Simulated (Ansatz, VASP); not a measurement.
**SiO2 in VASP and in Ansatz**

Contents of POSCAR:

```
SiO2
1.0
   -1.7621628951      1.7621628951      4.2447018946
    1.7621628951     -1.7621628951      4.2447018946
    1.7621628951      1.7621628951     -4.2447018946
Si O
2 4
Direct
    0.7500000000      0.2500000000      0.5000000000
    0.0000000000      0.0000000000      0.0000000000
    0.5409502157      0.0409502157      0.5000000000
    0.7909502157      0.7909502157      0.0000000000
    0.2090497843      0.2090497843      0.0000000000
    0.9590497843      0.4590497843      0.5000000000
```

INCAR.step1

```
PREC     = Accurate       # precision mode
ENCUT    = 520            # plane-wave cutoff, eV
ISMEAR   = 0              # smearing method
SIGMA    = 0.01           # smearing width, eV
LREAL    = F              # projectors in reciprocal space
LASPH    = T              # aspherical terms in the spheres
NELM     = 100            # most SCF steps
NBANDS   = 25             # bands
GGA      = PE             # functional
ALGO     = Normal         # electronic algorithm
EDIFF    = 1E-4           # SCF threshold, eV
LWAVE    = T              # write WAVECAR
LCHARG   = F              # write CHGCAR
```

File INCAR.step2:

```
PREC     = Accurate       # precision mode
ENCUT    = 520            # plane-wave cutoff, eV
EDIFF    = 1E-6           # SCF threshold, eV
ISMEAR   = 0              # smearing method
SIGMA    = 0.01           # smearing width, eV
LREAL    = F              # projectors in reciprocal space
LASPH    = T              # aspherical terms in the spheres
NELM     = 100            # most SCF steps
ALGO     = Normal         # electronic algorithm
ISIF     = 2              # what is computed and relaxed
LWAVE    = F              # write WAVECAR
LCHARG   = F              # write CHGCAR
METAGGA  = R2SCAN         # meta-GGA
LMIXTAU  = T            
NBANDS   = 25             # bands
ISTART   = 1
```

KPOINTS

```
regular mesh
0
Gamma
  8 8 8
```

Input for Ansatz:

```yaml
crystal:
  lattice:
    - [-1.7621628951, 1.7621628951, 4.2447018946]
    - [1.7621628951, -1.7621628951, 4.2447018946]
    - [1.7621628951, 1.7621628951, -4.2447018946]
  atoms:
    - { symbol: Si, position: [0.75, 0.25, 0.5] }
    - { symbol: Si, position: [0.0, 0.0, 0.0] }
    - { symbol: O, position: [0.5409502157, 0.0409502157, 0.5] }
    - { symbol: O, position: [0.7909502157, 0.7909502157, 0.0] }
    - { symbol: O, position: [0.2090497843, 0.2090497843, 0.0] }
    - { symbol: O, position: [0.9590497843, 0.4590497843, 0.5] }
kpoints:
  mp_grid: { grid: [8, 8, 8] }
hamiltonian:
  xc: r2scan
scf:
  occupations: { method: fixed }
  n_extra_bands: 5
output:
  forces: true
  stress: true
  eigenvalues: true
```

Alike in both runs: task single point; functional r2SCAN; k mesh 8 × 8 × 8; no spin polarisation.

|  | VASP | Ansatz |
| --- | --- | --- |
| version | VASP 6.6.1 | Ansatz 0.2.0 |
| potentials or method | VASP PAW PBE potentials, release 64 (Si, O) | plane waves, PAW |
| plane-wave cutoff (eV) | 520 | 500 |
| occupations | gaussian, width 0.01 eV | fixed |
| valence electrons in the cell | 32 | 32 |

|  | VASP | Ansatz | Ansatz less VASP |
| --- | --- | --- | --- |
| gap on the k mesh at the Fermi level (eV) | 6.71 | 6.72 | +0.005 |
| pressure (GPa) | -8.1 | -8.4 | -0.36 |
| traceless stress, the component that is largest in VASP (GPa) | -0.56 | -1.05 | -0.491 |
| rms of the force components (eV/Å) | 0.130 | 0.134 | +0.0043 |

VASP's potentials were made for PBE, not for r2SCAN. Atom by atom the forces differ by 0.004 eV/Å (rms over components).
